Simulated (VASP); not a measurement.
SnTe:

```
Te Sn
1.0
     0.00000    3.15425    3.15425
     3.15425    0.00000    3.15425
     3.15425    3.15425    0.00000
Te Sn
1 1
Direct
  0.50000 0.50000 0.50000
  0.00000 0.00000 0.00000
```

* Program: VASP 6.6.1
* Task: relaxation of cell and atoms
* Functional: PBE
* Potentials or basis: VASP PAW PBE potentials, release 64 (Te, Sn_d)
* Cutoff: 600 eV
* k mesh: 9 × 9 × 9
* Occupations: fermi-dirac, width 0.1 eV
* Spin: no spin polarisation

At the start: pressure 2.1 GPa; volume 31.38 Å³/atom.

Where does the relaxation end?

Over 3 steps the energy falls by 9.5 meV/atom and the volume is 32.90 Å³/atom (+4.8 %); space group Fm-3m (No. 225, to 0.1 Å) before and after.

The path:
```tsv
step	energy change (eV)	largest force (eV/Å)	pressure (GPa)	volume (Å³)
1	0.0000	0.0000	2.07	62.77
2	-0.0179	0.0000	-0.43	66.52
3	-0.0190	0.0000	-0.02	65.80
```

Final structure:
```cif
data_structure
_symmetry_space_group_name_H-M 'P 1'
_symmetry_Int_Tables_number 1
_cell_length_a 4.5315
_cell_length_b 4.5315
_cell_length_c 4.5315
_cell_angle_alpha 60.000
_cell_angle_beta 60.000
_cell_angle_gamma 60.000
_cell_volume 65.80
loop_
_atom_site_label
_atom_site_type_symbol
_atom_site_fract_x
_atom_site_fract_y
_atom_site_fract_z
_atom_site_occupancy
Te1 Te 0.50000 0.50000 0.50000 1
Sn1 Sn 0.00000 0.00000 0.00000 1
```
